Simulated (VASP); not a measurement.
# CaPb (P4/mmm) in VASP: single point with LDA

Aim: the single point of CaPb with LDA.

Everything below comes from runs of VASP 6.6.1. Logs are shortened: lines on timing, memory, paths and dates and some standing lists are left out, and cuts for length are marked.

**1. The cell of the first run**

The structure is tetragonal, space group P4/mmm (No. 123). Conventional cell: a = 3.468 Å, b = 3.468 Å, c = 4.527 Å, α = 90.00°, β = 90.00°, γ = 90.00°. Ca (site symmetry 4/mmm) has 8 Pb at 3.34 Å and 4 Ca at 3.47 Å within 4.4 Å. Within 4.4 Å of Pb (site symmetry 4/mmm) lie 8 Ca at 3.34 Å and 4 Pb at 3.47 Å.

**2. Single point, LDA**

The input, INCAR:

```
PREC     = Accurate       # precision mode
ENCUT    = 520            # plane-wave cutoff, eV
EDIFF    = 1E-6           # SCF threshold, eV
ISMEAR   = 0              # smearing method
SIGMA    = 0.15           # smearing width, eV
LREAL    = F              # projectors in reciprocal space
LASPH    = T              # aspherical terms in the spheres
NELM     = 80             # most SCF steps
ALGO     = Fast           # electronic algorithm
ISIF     = 2              # what is computed and relaxed
LWAVE    = F              # write WAVECAR
LCHARG   = F              # write CHGCAR
NBANDS   = 19             # bands
```

The input, KPOINTS:

```
Automatic mesh
0
Gamma
  14 14 10
```

The input, POSCAR:

```
CaPb
1.0
    3.4684021342      0.0000000000      0.0000000000
    0.0000000000      3.4684021342      0.0000000000
    0.0000000000      0.0000000000      4.5272385114
Ca Pb
1 1
Direct
    0.0000000000      0.0000000000      0.0000000000
    0.5000000000      0.5000000000      0.5000000000
```

Potentials or basis: VASP PAW LDA potentials, release 64 (Ca_sv, Pb_d).

Command:

```sh
> cat potpaw_LDA.64/Ca_sv/POTCAR potpaw_LDA.64/Pb_d/POTCAR > POTCAR
> mpirun -np 1 vasp_std > vasp.out
```

OUTCAR:

```text
PREC = Accurate
   ENCUT = 520
   EDIFF = 1E-6
   ISMEAR = 0
   LREAL = F
   LASPH = T
   NELM = 80
   ISIF = 2

 ion  position               nearest neighbor table
   1  0.000  0.000  0.000-   2 3.34   2 3.34   2 3.34   2 3.34   2 3.34   2 3.34   2 3.34   2 3.34

   2  0.500  0.500  0.500-   1 3.34   1 3.34   1 3.34   1 3.34   1 3.34   1 3.34   1 3.34   1 3.34

  LATTYP: Found a simple tetragonal cell.
 ALAT       =     3.4684021342
 C/A-ratio  =     1.3052807420

  Lattice vectors:

 A1 = (   3.4684021342,   0.0000000000,   0.0000000000)
 A2 = (   0.0000000000,   3.4684021342,   0.0000000000)
 A3 = (   0.0000000000,   0.0000000000,   4.5272385114)

Analysis of symmetry for initial positions (statically):
=====================================================================
 Subroutine PRICEL returns:
 Original cell was already a primitive cell.

 Routine SETGRP: Setting up the symmetry group for a
 simple tetragonal supercell.

 Subroutine GETGRP returns: Found 16 space group operations
 (whereof 16 operations were pure point group operations)
 out of a pool of 16 trial point group operations.

The static configuration has the point symmetry D_4h.

Analysis of symmetry for dynamics (positions and initial velocities):
=====================================================================
 Subroutine PRICEL returns:
 Original cell was already a primitive cell.

 Routine SETGRP: Setting up the symmetry group for a
 simple tetragonal supercell.

 Subroutine GETGRP returns: Found 16 space group operations
 (whereof 16 operations were pure point group operations)
 out of a pool of 16 trial point group operations.

The dynamic configuration has the point symmetry D_4h.

 Subroutine INISYM returns: Found 16 space group operations
 (whereof 16 operations are pure point group operations),
 and found     1 'primitive' translations

----------------------------------------------------------------------------------------

                                     Primitive cell

  volume of cell :      54.4618

  direct lattice vectors                    reciprocal lattice vectors
     3.468402134  0.000000000  0.000000000     0.288317202  0.000000000  0.000000000
     0.000000000  3.468402134  0.000000000     0.000000000  0.288317202  0.000000000
     0.000000000  0.000000000  4.527238511     0.000000000  0.000000000  0.220885204

  length of vectors
     3.468402134  3.468402134  4.527238511     0.288317202  0.288317202  0.220885204

  position of ions in fractional coordinates (direct lattice)
     0.000000000  0.000000000  0.000000000
     0.500000000  0.500000000  0.500000000

  ion indices of the primitive-cell ions
   primitive index   ion index
                 1           1
                 2           2

----------------------------------------------------------------------------------------

 KPOINTS: Automatic mesh

Automatic generation of k-mesh.
 Grid dimensions read from file:
 generate k-points for:   14   14   10

 Generating k-lattice:

  Cartesian coordinates                     Fractional coordinates (reciprocal lattice)
     0.020594086  0.000000000  0.000000000     0.071428571  0.000000000  0.000000000
     0.000000000  0.020594086  0.000000000     0.000000000  0.071428571  0.000000000
     0.000000000  0.000000000  0.022088520     0.000000000  0.000000000  0.100000000

  Length of vectors
     0.020594086  0.020594086  0.022088520

  Shift w.r.t. Gamma in fractional coordinates (k-lattice)
     0.000000000  0.000000000  0.000000000

 Subroutine IBZKPT returns following result:
 ===========================================

 Found    216 irreducible k-points:

 Following reciprocal coordinates:
            Coordinates               Weight
  0.000000  0.000000  0.000000      1.000000
  0.071429  0.000000  0.000000      4.000000
  0.142857  0.000000  0.000000      4.000000
  0.214286  0.000000  0.000000      4.000000
  0.285714  0.000000  0.000000      4.000000
  0.357143  0.000000  0.000000      4.000000
[... 16 lines left out ...]
  0.285714  0.214286  0.000000      8.000000
  0.357143  0.214286  0.000000      8.000000
 [... further k-points ...]
   k-points           NKPTS =    216   k-points in BZ     NKDIM =    216   number of bands    NBANDS=     19
   number of dos      NEDOS =    301   number of ions     NIONS =      2
   total plane-waves  NPLWV =  28224
   dimension x,y,z NGX =    28 NGY =   28 NGZ =   36
   dimension x,y,z NGXF=    56 NGYF=   56 NGZF=   72
   ions per type =               1   1
   NGX,Y,Z   is equivalent  to a cutoff of  13.42, 13.42, 13.22 a.u.
   NGXF,Y,Z  is equivalent  to a cutoff of  26.84, 26.84, 26.44 a.u.
 SYSTEM =  unknown system
   PREC   = accura    normal or accurate (medium, high low for compatibility)
   ISTART =      0    job   : 0-new  1-cont  2-samecut
   ICHARG =      2    charge: 1-file 2-atom 10-const
   ISPIN  =      1    spin polarized calculation?
   LNONCOLLINEAR =      F non collinear calculations
   LSORBIT =      F    spin-orbit coupling
   LASPH  =      T    aspherical Exc in radial PAW
   ENCUT  =  520.0 eV  38.22 Ry    6.18 a.u.   6.45  6.45  8.42*2*pi/ulx,y,z
   NELM   =     80;   NELMIN=  2; NELMDL= -5     # of ELM steps
   EDIFF  = 0.1E-05   stopping-criterion for ELM
   LREAL  =      F    real-space projection
   EDIFFG = 0.1E-04   stopping-criterion for IOM
   NSW    =      0    number of steps for IOM
   IBRION =     -1    ionic relax: 0-MD 1-quasi-New 2-CG
   NFREE  =      0    steps in history (QN), initial steepest desc. (CG)
   ISIF   =      2    stress and relaxation
   ISYM   =      2    0-nonsym 1-usesym 2-fastsym
   POTIM  = 0.5000    time-step for ionic-motion
   TEBEG  =    0.0;   TEEND  =   0.0 temperature during run
   PSTRESS=    0.0 pullay stress
   NELECT =      24.0000    total number of electrons
   NUPDOWN=      -1.0000    fix difference up-down
   EMIN   =  10.00;   EMAX   =-10.00  energy-range for DOS
   EFERMI =   0.00;   METHOD = LEGACY
   ISMEAR =     0;   SIGMA  =   0.15  broadening in eV -4-tet -1-fermi 0-gaus
   EFERMI_NEDOS =   21; number of points for ismear=-14 and -15
   IALGO  =     68    algorithm
   IMIX   =      4    mixing-type and parameters
     AMIX     =   0.40;   BMIX     =  1.00
     AMIX_MAG =   1.60;   BMIX_MAG =  1.00
  volume/ion in A,a.u.               =      27.23       183.76
  Fermi-wavevector in a.u.,A,eV,Ry     =   1.245799  2.354218 21.116433  1.552014
  Thomas-Fermi vector in A             =   2.380005
   LORBIT       =      0    0 simple, 1 ext, 2 COOP (PROOUT), +10 PAW based schemes
   GGA     = CA    functional components
   LHFCALC =     F    Hartree Fock is set to
   AEXX    =    0.0000 exact exchange contribution
   IVDW    =     0    specifies the selected vdW correction
   LEPSILON=     F    determine dielectric tensor
   LRPA    =     F    only Hartree local field effects (RPA)
 non-spin polarized calculation
 RMM-DIIS sequential band-by-band and
 Gauss-broadening in eV      SIGMA  =   0.15
  energy-cutoff  :      520.00
  volume of cell :       54.46
 maximum number of plane-waves:      1497
 NGX is ok and might be reduce to    28
   NGX = 13   NGY = 13   NGZ = 17

 number of electron      24.0000001 magnetization

 Free energy of the ion-electron system (eV)
  ---------------------------------------------------
  ext. energy  EPLUGINS =         0.00000000
  ---------------------------------------------------
  free energy    TOTEN  =        -7.73124035 eV

  energy without entropy =       -7.72035756  energy(sigma->0) =       -7.72579895

 E-fermi :   5.8442     XC(G=0): -10.2233

 val. band max:        5.8339235563   @ k =   0.2143   0.0714   0.5000
 cond. band min:       5.8555888136   @ k =   0.2143   0.2143   0.2000
 fundamental gap:      0.0216652573
 Fermi energy:         5.8441987610

 k-point     1 :       0.0000    0.0000    0.0000
  band No.  band energies     occupation
      1     -34.9745      2.00000
      2     -16.2851      2.00000
      3     -16.2051      2.00000
      4     -16.2051      2.00000
      5     -10.8836      2.00000
      6     -10.6957      2.00000
[... 11 lines left out ...]
     18      10.1980      0.00000
     19      10.5397      0.00000

 k-point     2 :       0.0714    0.0000    0.0000
  band No.  band energies     occupation
      1     -34.9733      2.00000
      2     -16.2839      2.00000
      3     -16.2194      2.00000
      4     -16.2040      2.00000
      5     -10.8737      2.00000
      6     -10.6905      2.00000
[... 11 lines left out ...]
     18      10.6588      0.00000
     19      10.8544      0.00000

 k-point     3 :       0.1429    0.0000    0.0000
  band No.  band energies     occupation
      1     -34.9699      2.00000
      2     -16.2803      2.00000
      3     -16.2591      2.00000
      4     -16.2009      2.00000
      5     -10.8482      2.00000
      6     -10.6737      2.00000
[... 11 lines left out ...]
     18      10.9634      0.00000
     19      11.4116      0.00000

 k-point     4 :       0.2143    0.0000    0.0000
  band No.  band energies     occupation
      1     -34.9650      2.00000
      2     -16.3158      2.00000
      3     -16.2753      2.00000
      4     -16.1964      2.00000
      5     -10.8181      2.00000
      6     -10.6427      2.00000
[... 11 lines left out ...]
     18      11.3975      0.00000
     19      11.6840      0.00000

 k-point     5 :       0.2857    0.0000    0.0000
  band No.  band energies     occupation
      1     -34.9596      2.00000
      2     -16.3780      2.00000
      3     -16.2697      2.00000
      4     -16.1914      2.00000
      5     -10.7936      2.00000
      6     -10.6469      2.00000
[... 11 lines left out ...]
     18      11.7597      0.00000
     19      11.9313      0.00000
[... 334 lines left out ...]
      2     -16.4757      2.00000
      3     -16.2524      2.00000
      4     -16.2314      2.00000
      5     -10.7112      2.00000
      6     -10.6944      2.00000
[... 11 lines left out ...]
     18      12.0629      0.00000
     19      12.2798      0.00000

 k-point    22 :       0.2143    0.2143    0.0000
  band No.  band energies     occupation
      1     -34.9557      2.00000
      2     -16.3096      2.00000
      3     -16.2964      2.00000
      4     -16.2633      2.00000
      5     -10.7196      2.00000
      6     -10.6583      2.00000
[... 11 lines left out ...]
     18      11.0226      0.00000
     19      12.7656      0.00000

 k-point    23 :       0.2857    0.2143    0.0000
  band No.  band energies     occupation
      1     -34.9504      2.00000
      2     -16.3637      2.00000
      3     -16.2951      2.00000
      4     -16.2564      2.00000
      5     -10.6823      2.00000
      6     -10.6799      2.00000
[... 11 lines left out ...]
     18      11.2647      0.00000
     19      12.6704      0.00000

 k-point    24 :       0.3571    0.2143    0.0000
  band No.  band energies     occupation
      1     -34.9455      2.00000
      2     -16.4167      2.00000
      3     -16.2889      2.00000
      4     -16.2502      2.00000
      5     -10.7020      2.00000
      6     -10.6686      2.00000
[... 11 lines left out ...]
     18      11.4439      0.00000
     19      12.3893      0.00000

 [... further k-points ...]

------------------------ aborting loop because EDIFF is reached ----------------------------------------

  FORCE on cell =-STRESS in cart. coord.  units (eV):
  Direction    XX          YY          ZZ          XY          YZ          ZX
  --------------------------------------------------------------------------------------
  -------------------------------------------------------------------------------------
  Total        0.1431510      0.1431510     -0.1509947      0.0000000     -0.0000000      0.0000000
  in kB        4.2112651      4.2112651     -4.4420152      0.0000000     -0.0000000      0.0000000
  external PRESSURE =       1.3268383 kB  Pullay stress =       0.0000000 kB

 VOLUME and BASIS-vectors are now :
 -----------------------------------------------------------------------------
  energy-cutoff  :      520.00
  volume of cell :       54.46
      direct lattice vectors                 reciprocal lattice vectors
     3.468402134  0.000000000  0.000000000     0.288317202  0.000000000  0.000000000
     0.000000000  3.468402134  0.000000000     0.000000000  0.288317202  0.000000000
     0.000000000  0.000000000  4.527238511     0.000000000  0.000000000  0.220885204

 POSITION                                       TOTAL-FORCE (eV/Angst)
 -----------------------------------------------------------------------------------
      0.00000      0.00000      0.00000         0.000000      0.000000      0.000000
      1.73420      1.73420      2.26362         0.000000      0.000000      0.000000
 -----------------------------------------------------------------------------------
    total drift:                                0.000000      0.000000      0.000000

  FREE ENERGIE OF THE ION-ELECTRON SYSTEM (eV)
  ---------------------------------------------------
  free  energy   TOTEN  =        -7.7312403478 eV

  energy  without entropy=       -7.7203575572  energy(sigma->0) =       -7.72579895
```

Run time: 6.4 min. Hardware: 1 thread of AMD EPYC 7R43 (Zen 3), shared host; peak memory 0.29 GiB.

What came out:

```
Free energy            : -7.7312 eV
Pressure               : 0.1 GPa
Band gap on the k mesh : zero (band 12 reaches 7.09 eV, above the bottom of band 13 at 4.05 eV)
```

Caveat: spin-orbit coupling is left out, which moves the levels of the heavy elements.
